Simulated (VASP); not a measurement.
# V (Pm-3m) in VASP: notebook

The runs below take V through single point, with PBEsol.

All numbers are computed with VASP 6.6.1; they aren't measurements. Logs are shortened: lines on timing, memory, paths and dates and some standing lists are left out, and cuts for length are marked.

## 1. The cell of the first run

Symmetry: Pm-3m, No. 221, cubic system. The conventional cell has a = 1.915 Å, b = 1.915 Å, c = 1.915 Å, α = 90.00°, β = 90.00°, γ = 90.00°. Within 2.5 Å of V (site symmetry m-3m) lie 6 V at 1.92 Å.

## 2. Single point, PBEsol (volume scaled by 0.5)

The input, INCAR:

```
  PREC = Accurate
  ENCUT = 500
  EDIFF = 1E-6
  ISMEAR = -1
  SIGMA = 0.1
  LREAL = F
  LASPH = T
  NELM = 120
  ALGO = Normal
  ISIF = 2
  LWAVE = F
  LCHARG = T
  GGA = PS
  LELF = T
  LVHAR = T
  NBANDS = 12
  GGA_COMPAT = F
```

The input, KPOINTS:

```
regular mesh
0
Gamma
  17 17 17
```

The input, POSCAR:

```
V
1.0
    1.9152780515      0.0000000000      0.0000000000
    0.0000000000      1.9152780515      0.0000000000
    0.0000000000      0.0000000000      1.9152780515
V
1
Direct
    0.0000000000      0.0000000000      0.0000000000
```

Potentials or basis: VASP PAW PBE potentials, release 64 (V_sv).

Run with:

```bash
$ cat potpaw_PBE.64/V_sv/POTCAR > POTCAR
$ mpirun -np 1 vasp_std > vasp.out
```

OUTCAR:

```text
PREC = Accurate
   ENCUT = 500
   EDIFF = 1E-6
   ISMEAR = -1
   LREAL = F
   LASPH = T
   NELM = 120
   ISIF = 2
   GGA = PS

 ion  position               nearest neighbor table
   1  0.000  0.000  0.000-

  LATTYP: Found a simple cubic cell.
 ALAT       =     1.9152780515

  Lattice vectors:

 A1 = (   1.9152780515,   0.0000000000,   0.0000000000)
 A2 = (   0.0000000000,   1.9152780515,   0.0000000000)
 A3 = (   0.0000000000,   0.0000000000,   1.9152780515)

Analysis of symmetry for initial positions (statically):
=====================================================================
 Subroutine PRICEL returns:
 Original cell was already a primitive cell.

 Routine SETGRP: Setting up the symmetry group for a
 simple cubic supercell.

 Subroutine GETGRP returns: Found 48 space group operations
 (whereof 48 operations were pure point group operations)
 out of a pool of 48 trial point group operations.

The static configuration has the point symmetry O_h .

Analysis of symmetry for dynamics (positions and initial velocities):
=====================================================================
 Subroutine PRICEL returns:
 Original cell was already a primitive cell.

 Routine SETGRP: Setting up the symmetry group for a
 simple cubic supercell.

 Subroutine GETGRP returns: Found 48 space group operations
 (whereof 48 operations were pure point group operations)
 out of a pool of 48 trial point group operations.

The dynamic configuration has the point symmetry O_h .

 Subroutine INISYM returns: Found 48 space group operations
 (whereof 48 operations are pure point group operations),
 and found     1 'primitive' translations

----------------------------------------------------------------------------------------

                                     Primitive cell

  volume of cell :       7.0258

  direct lattice vectors                    reciprocal lattice vectors
     1.915278052  0.000000000  0.000000000     0.522117402  0.000000000  0.000000000
     0.000000000  1.915278052  0.000000000     0.000000000  0.522117402  0.000000000
     0.000000000  0.000000000  1.915278052     0.000000000  0.000000000  0.522117402

  length of vectors
     1.915278052  1.915278052  1.915278052     0.522117402  0.522117402  0.522117402

  position of ions in fractional coordinates (direct lattice)
     0.000000000  0.000000000  0.000000000

  ion indices of the primitive-cell ions
   primitive index   ion index
                 1           1

----------------------------------------------------------------------------------------

 KPOINTS: regular mesh

Automatic generation of k-mesh.
 Grid dimensions read from file:
 generate k-points for:   17   17   17

 Generating k-lattice:

  Cartesian coordinates                     Fractional coordinates (reciprocal lattice)
     0.030712788  0.000000000  0.000000000     0.058823529  0.000000000  0.000000000
     0.000000000  0.030712788  0.000000000     0.000000000  0.058823529  0.000000000
     0.000000000  0.000000000  0.030712788     0.000000000  0.000000000  0.058823529

  Length of vectors
     0.030712788  0.030712788  0.030712788

  Shift w.r.t. Gamma in fractional coordinates (k-lattice)
     0.000000000  0.000000000  0.000000000

 Subroutine IBZKPT returns following result:
 ===========================================

 Found    165 irreducible k-points:

 Following reciprocal coordinates:
            Coordinates               Weight
  0.000000  0.000000  0.000000      1.000000
  0.058824  0.000000  0.000000      6.000000
  0.117647  0.000000  0.000000      6.000000
  0.176471  0.000000  0.000000      6.000000
  0.235294  0.000000  0.000000      6.000000
  0.294118  0.000000  0.000000      6.000000
[... 16 lines left out ...]
  0.411765  0.117647  0.000000     24.000000
  0.470588  0.117647  0.000000     24.000000
 [... further k-points ...]
   k-points           NKPTS =    165   k-points in BZ     NKDIM =    165   number of bands    NBANDS=     12
   number of dos      NEDOS =    301   number of ions     NIONS =      1
   total plane-waves  NPLWV =   2744
   dimension x,y,z NGX =    14 NGY =   14 NGZ =   14
   dimension x,y,z NGXF=    28 NGYF=   28 NGZF=   28
   ions per type =               1
   NGX,Y,Z   is equivalent  to a cutoff of  12.15, 12.15, 12.15 a.u.
   NGXF,Y,Z  is equivalent  to a cutoff of  24.30, 24.30, 24.30 a.u.
 SYSTEM =  unknown system
   PREC   = accura    normal or accurate (medium, high low for compatibility)
   ISTART =      0    job   : 0-new  1-cont  2-samecut
   ICHARG =      2    charge: 1-file 2-atom 10-const
   ISPIN  =      1    spin polarized calculation?
   LNONCOLLINEAR =      F non collinear calculations
   LSORBIT =      F    spin-orbit coupling
   LASPH  =      T    aspherical Exc in radial PAW
   ENCUT  =  500.0 eV  36.75 Ry    6.06 a.u.   3.49  3.49  3.49*2*pi/ulx,y,z
   NELM   =    120;   NELMIN=  2; NELMDL= -5     # of ELM steps
   EDIFF  = 0.1E-05   stopping-criterion for ELM
   LREAL  =      F    real-space projection
   EDIFFG = 0.1E-04   stopping-criterion for IOM
   NSW    =      0    number of steps for IOM
   IBRION =     -1    ionic relax: 0-MD 1-quasi-New 2-CG
   NFREE  =      0    steps in history (QN), initial steepest desc. (CG)
   ISIF   =      2    stress and relaxation
   ISYM   =      2    0-nonsym 1-usesym 2-fastsym
   POTIM  = 0.5000    time-step for ionic-motion
   TEBEG  =    0.0;   TEEND  =   0.0 temperature during run
   PSTRESS=    0.0 pullay stress
   NELECT =      13.0000    total number of electrons
   NUPDOWN=      -1.0000    fix difference up-down
   EMIN   =  10.00;   EMAX   =-10.00  energy-range for DOS
   EFERMI =   0.00;   METHOD = LEGACY
   ISMEAR =    -1;   SIGMA  =   0.10  broadening in eV -4-tet -1-fermi 0-gaus
   EFERMI_NEDOS =   21; number of points for ismear=-14 and -15
   IALGO  =     38    algorithm
   IMIX   =      4    mixing-type and parameters
     AMIX     =   0.40;   BMIX     =  1.00
     AMIX_MAG =   1.60;   BMIX_MAG =  1.00
  volume/ion in A,a.u.               =       7.03        47.41
  Fermi-wavevector in a.u.,A,eV,Ry     =   2.009821  3.798012 54.959125  4.039382
  Thomas-Fermi vector in A             =   3.022962
   LORBIT       =      0    0 simple, 1 ext, 2 COOP (PROOUT), +10 PAW based schemes
   GGA     = PS    functional components
   LHFCALC =     F    Hartree Fock is set to
   AEXX    =    0.0000 exact exchange contribution
   IVDW    =     0    specifies the selected vdW correction
   LEPSILON=     F    determine dielectric tensor
   LRPA    =     F    only Hartree local field effects (RPA)
 non-spin polarized calculation
  energy-cutoff  :      500.00
  volume of cell :        7.03
 maximum number of plane-waves:       187
 NGX is ok and might be reduce to    14
   NGX =  7   NGY =  7   NGZ =  7

 number of electron      12.9999990 magnetization

 Free energy of the ion-electron system (eV)
  ---------------------------------------------------
  ext. energy  EPLUGINS =         0.00000000
  ---------------------------------------------------
  free energy    TOTEN  =        -3.66454604 eV

  energy without entropy =       -3.64096129  energy(sigma->0) =       -3.65275366

 E-fermi :  20.8832     XC(G=0): -16.9662

 val. band max:       20.8804070934   @ k =   0.2353   0.2353   0.1176
 cond. band min:      20.9272317424   @ k =   0.4706   0.2353   0.1176
 fundamental gap:      0.0468246490
 Fermi energy:        20.8831846745

 k-point     1 :       0.0000    0.0000    0.0000
  band No.  band energies     occupation
      1     -45.1603      2.00000
      2     -14.4254      2.00000
      3     -14.4254      2.00000
      4     -14.4254      2.00000
      5      14.2491      2.00000
      6      14.5611      2.00000
      7      14.5611      2.00000
      8      28.2645      0.00000
      9      28.2645      0.00000
     10      28.2645      0.00000
     11      50.3225      0.00000
     12      50.3225      0.00000

 k-point     2 :       0.0588    0.0000    0.0000
  band No.  band energies     occupation
      1     -45.1089      2.00000
      2     -14.7014      2.00000
      3     -14.4021      2.00000
      4     -14.4021      2.00000
      5      14.4101      2.00000
      6      14.6178      2.00000
      7      14.9013      2.00000
      8      28.0256      0.00000
      9      28.0256      0.00000
     10      28.2823      0.00000
     11      49.2186      0.00000
     12      50.6462      0.00000

 k-point     3 :       0.1176    0.0000    0.0000
  band No.  band energies     occupation
      1     -44.9591      2.00000
      2     -15.4643      2.00000
      3     -14.3349      2.00000
      4     -14.3349      2.00000
      5      14.7408      2.00000
      6      14.7831      2.00000
      7      15.9894      2.00000
      8      27.3712      0.00000
      9      27.3712      0.00000
     10      28.3334      0.00000
     11      46.8909      0.00000
     12      51.5562      0.00000
[... 286 lines left out ...]
 k-point    23 :       0.4118    0.1176    0.0000
  band No.  band energies     occupation
      1     -43.3663      2.00000
      2     -20.6448      2.00000
      3     -14.6829      2.00000
      4     -13.6768      2.00000
      5      17.0041      2.00000
      6      18.4598      2.00000
      7      20.2155      1.99748
      8      23.1987      0.00000
      9      26.2619      0.00000
     10      28.0221      0.00000
     11      38.9398      0.00000
     12      46.4844      0.00000

 k-point    24 :       0.4706    0.1176    0.0000
  band No.  band energies     occupation
      1     -43.2325      2.00000
      2     -21.0460      2.00000
      3     -14.6237      2.00000
      4     -13.6273      2.00000
      5      17.1666      2.00000
      6      18.7333      2.00000
      7      20.0453      1.99954
      8      22.8967      0.00000
      9      26.6094      0.00000
     10      28.0680      0.00000
     11      38.7584      0.00000
     12      46.0028      0.00000

 [... further k-points ...]
[... 5 lines left out ...]
  --------------------------------------------------------------------------------------
  -------------------------------------------------------------------------------------
  Total       18.7211037     18.7211037     18.7211037     -0.0000000     -0.0000000     -0.0000000
  in kB     4269.2003389   4269.2003389   4269.2003389     -0.0000000     -0.0000000     -0.0000000
  external PRESSURE =    4269.2003389 kB  Pullay stress =       0.0000000 kB

 VOLUME and BASIS-vectors are now :
 -----------------------------------------------------------------------------
  energy-cutoff  :      500.00
  volume of cell :        7.03
      direct lattice vectors                 reciprocal lattice vectors
     1.915278052  0.000000000  0.000000000     0.522117402  0.000000000  0.000000000
     0.000000000  1.915278052  0.000000000     0.000000000  0.522117402  0.000000000
     0.000000000  0.000000000  1.915278052     0.000000000  0.000000000  0.522117402

 POSITION                                       TOTAL-FORCE (eV/Angst)
 -----------------------------------------------------------------------------------
      0.00000      0.00000      0.00000         0.000000      0.000000      0.000000
 -----------------------------------------------------------------------------------
    total drift:                               -0.000000     -0.000000     -0.000000

  FREE ENERGIE OF THE ION-ELECTRON SYSTEM (eV)
  ---------------------------------------------------
  free  energy   TOTEN  =        -3.6645460377 eV

  energy  without entropy=       -3.6409612920  energy(sigma->0) =       -3.65275366
```

Wall time 12 s (1 thread of Intel Xeon 8259CL, shared host); peak memory 0.12 GiB.

Results:

```
Free energy : -3.6645 eV
Pressure    : 426.9 GPa
```

Caveat: the PAW data sets were made with another functional, which shifts forces and pressure a little.

## 3. Single point, PBEsol (volume scaled by 0.58)

The input, INCAR:

```
SYSTEM = V
  ALGO = Normal
  EDIFF = 1E-6
  ENCUT = 500
  GGA = PS
  GGA_COMPAT = .False.
  ISIF = 2
  ISMEAR = -1
  LASPH = .True.
  LCHARG = .False.
  LREAL = .False.
  LWAVE = .False.
  NBANDS = 12
  NELM = 120
  PREC = Accurate
  SIGMA = 0.1
```

The input, KPOINTS:

```
k-points
0
Gamma
  17 17 17
  0 0 0
```

The input, POSCAR:

```
V
1.0
    2.0124163088      0.0000000000      0.0000000000
    0.0000000000      2.0124163088      0.0000000000
    0.0000000000      0.0000000000      2.0124163088
V
1
Direct
    0.0000000000      0.0000000000      0.0000000000
```

Potentials or basis: VASP PAW PBE potentials, release 64 (V_sv).

Run with:

```bash
$ cat potpaw_PBE.64/V_sv/POTCAR > POTCAR
$ mpirun -np 1 vasp_std > vasp.out
```

It took 14 s on 1 thread of Intel Xeon 8259CL, shared host; peak memory 0.12 GiB.

The run converged. Its results:

* Free energy: -5.9448 eV
* Pressure: 241.7 GPa

Levels at points of the mesh, in eV from the Fermi level:
```tsv
k point	band 4	band 5	band 6	band 7	band 8	band 9	band 10	band 11
(0.00, 0.00, 0.00)	-35.62	-7.00	-5.09	-5.09	6.49	6.49	6.49	26.75
```

Caveat: the PAW data sets were made with another functional, which shifts forces and pressure a little.

## 4. Single point, PBEsol (volume scaled by 0.68)

The input, INCAR:

```
PREC = Accurate
ENCUT = 500
EDIFF = 1E-6
ISMEAR = -1
SIGMA = 0.1
LREAL = False
LASPH = True
NELM = 120
ALGO = Normal
ISIF = 2
LWAVE = False
LCHARG = False
GGA = PS
NBANDS = 12
GGA_COMPAT = False
```

The input, KPOINTS:

```
regular mesh
0
Gamma
  17 17 17
```

The input, POSCAR:

```
V
1.0
    2.1219971744      0.0000000000      0.0000000000
    0.0000000000      2.1219971744      0.0000000000
    0.0000000000      0.0000000000      2.1219971744
V
1
Direct
    0.0000000000      0.0000000000      0.0000000000
```

Run with:

```bash
$ cat potpaw_PBE.64/V_sv/POTCAR > POTCAR
$ mpirun -np 1 vasp_std > vasp.out
```

Wall time 11 s (1 thread of Intel Xeon 8259CL, shared host); peak memory 0.12 GiB.

Results (log left out):

| Quantity | Value |
| --- | --- |
| Free energy | -7.4942 eV |
| Pressure | 124.4 GPa |

Levels at points of the mesh, in eV from the Fermi level:
```csv
k point,band 5,band 6,band 7,band 8,band 9,band 10
"(0.00, 0.00, 0.00)",-7.04,-3.96,-3.96,5.64,5.64,5.64
```

Caveat: the PAW data sets were made with another functional, which shifts forces and pressure a little.

[end of part 1 of 2]
